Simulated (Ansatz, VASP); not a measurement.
Two plane-wave programs on GaAs

Contents of POSCAR:

```
GaAs
1.0
    0.0000000000      2.8268500000      2.8268500000
    2.8268500000      0.0000000000      2.8268500000
    2.8268500000      2.8268500000      0.0000000000
As Ga
1 1
Direct
    0.7500000000      0.7500000000      0.7500000000
    0.0000000000      0.0000000000      0.0000000000
```

INCAR.step1

```
ALGO     = Normal         # electronic algorithm
EDIFF    = 1E-5           # SCF threshold, eV
ENCUT    = 520            # plane-wave cutoff, eV
GGA      = PE             # functional
ISIF     = 2              # what is computed and relaxed
ISMEAR   = -1             # smearing method
LASPH    = True           # aspherical terms in the spheres
LREAL    = False          # projectors in reciprocal space
LWAVE    = True           # write WAVECAR
NBANDS   = 16             # bands
NELM     = 60             # most SCF steps
PREC     = Accurate       # precision mode
SIGMA    = 0.05           # smearing width, eV
```

File INCAR.step2:

```
AEXX     = 0.25           # exact-exchange fraction
ALGO     = Normal         # electronic algorithm
EDIFF    = 1E-7           # SCF threshold, eV
ENCUT    = 520            # plane-wave cutoff, eV
GGA      = PE             # functional
HFSCREEN = 0.3            # screening, 1/A
ISIF     = 2              # what is computed and relaxed
ISMEAR   = -1             # smearing method
ISTART   = 1            
LASPH    = True           # aspherical terms in the spheres
LCHARG   = True           # write CHGCAR
LELF     = True           # ELF
LHFCALC  = True           # exact exchange
LREAL    = False          # projectors in reciprocal space
LVHAR    = True         
LWAVE    = False          # write WAVECAR
NBANDS   = 16             # bands
NELM     = 60             # most SCF steps
PREC     = Accurate       # precision mode
PRECFOCK = Normal       
SIGMA    = 0.05           # smearing width, eV
```

The input KPOINTS:

```
k-points
0
Gamma
  4 4 4
```

input.yaml

```yaml
crystal:
  lattice:
    - [0.0, 2.82685, 2.82685]
    - [2.82685, 0.0, 2.82685]
    - [2.82685, 2.82685, 0.0]
  atoms:
    - { symbol: As, position: [0.75, 0.75, 0.75] }
    - { symbol: Ga, position: [0.0, 0.0, 0.0] }
hamiltonian:
  xc: { exchange: pbe, correlation: pbe, exx: { coeff: 0.25, omega: 0.3 } }
  pseudopotentials: { kind: paw }
kpoints:
  mp_grid: { grid: [4, 4, 4] }
  band_path:
    path:
      - [[0.0, 0.0, 0.0], [0.5, 0.0, 0.5], [0.5, 0.25, 0.75], [0.375, 0.375, 0.75], [0.0, 0.0, 0.0], [0.5, 0.5, 0.5], [0.625, 0.25, 0.625], [0.5, 0.25, 0.75], [0.5, 0.5, 0.5], [0.375, 0.375, 0.75]]
      - [[0.625, 0.25, 0.625], [0.5, 0.0, 0.5]]
    npoints: 4
scf:
  occupations: { method: fermi_dirac, width: 0.05 }
  n_extra_bands: 6
output:
  forces: true
  stress: true
  eigenvalues: true
  fatbands: false
```

Alike in both runs: functional PBE-based screened hybrid with a share of 0.25 of exact exchange and HFSCREEN = 0.3; k mesh 4 × 4 × 4; occupations fermi-dirac, width 0.05 eV; no spin polarisation.

|  | VASP | Ansatz |
| --- | --- | --- |
| version | VASP 6.6.1 | Ansatz 0.2.0 |
| potentials or method | VASP PAW PBE potentials, release 64 (As, Ga_d) | Ansatz PAW |
| plane-wave cutoff (eV) | 520 | 420 |
| valence electrons in the cell | 18 | 28 |
| task | single point | band structure |

Ansatz gave:

* gap on the k mesh at the Fermi level (eV): 1.30
* least direct gap on the mesh (eV): 1.30
* pressure (GPa): 1.7

What did VASP give for the same quantities?

gap on the k mesh at the Fermi level (eV): 1.29; least direct gap on the mesh (eV): 1.29; pressure (GPa): 1.6.

VASP's potentials were made for PBE, not for PBE-based screened hybrid. With one functional, cell and mesh, what is left measures potentials, basis and numerics. VASP's potentials hold 18 valence electrons a cell and Ansatz's 28, so a difference there can come from the potentials and not from the codes.

The k mesh is coarse, so the values compare programs but aren't converged.
